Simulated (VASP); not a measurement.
Set up this calculation in VASP 6.6.1, as the native input.

| Quantity | Value |
| --- | --- |
| Task | single point |
| Functional | PBE |
| Dispersion | D3(BJ) |
| Potentials or basis | VASP PAW PBE potentials, release 64 (Li_sv) |
| Cutoff | 520 eV |
| k mesh | 24 × 24 × 12 |
| Occupations | gaussian, width 0.15 eV |
| Spin | no spin polarisation |
| Dipole correction | no |
| Further INCAR settings | ALGO = Normal; EDIFF = 1e-06; NBANDS = 10 |

The structure of Li lies in POSCAR:

```
Li
1.0
    2.9531606636      0.0000000000      0.0221487050
   -1.4765803318      2.5575121562     -0.0110743525
    0.0363306180      0.0000000000      4.8440824030
Li
2
Direct
    0.3333333333      0.6666666667      0.2500000000
    0.6666666667      0.3333333333      0.7500000000
```

This cell differs from its parent crystal: strain +0.0150 x Voigt [0, 0, 0, 0, 1, 0].

One way to write it, as run:

INCAR

```
SYSTEM = Li
PREC = Accurate
ENCUT = 520
EDIFF = 1E-6
ISMEAR = 0
SIGMA = 0.15
LREAL = .False.
LASPH = .True.
NELM = 100
ALGO = Normal
ISIF = 2
LWAVE = .False.
LCHARG = .False.
GGA = PE
IVDW = 12
NBANDS = 10
```

KPOINTS

```
Automatic mesh
0
Gamma
  24 24 12
  0 0 0
```

Potentials or basis: VASP PAW PBE potentials, release 64 (Li_sv).

The run is started by

```sh
$ cat potpaw_PBE.64/Li_sv/POTCAR > POTCAR
$ mpirun -np 1 vasp_std > vasp.out
```

Results of the run:

The band gap on the k mesh is zero (band 3 reaches 3.19 eV, above the bottom of band 4 at -1.62 eV) and the dispersion energy per atom is -0.187 eV.

Caveat: the cell differs from its parent crystal (strain +0.0150 x Voigt [0, 0, 0, 0, 1, 0]).

Run time: 2.8 min on 1 thread of Intel(R) Xeon(R) Platinum 8488C (Sapphire Rapids) (shared host), peak memory 0.56 GiB.
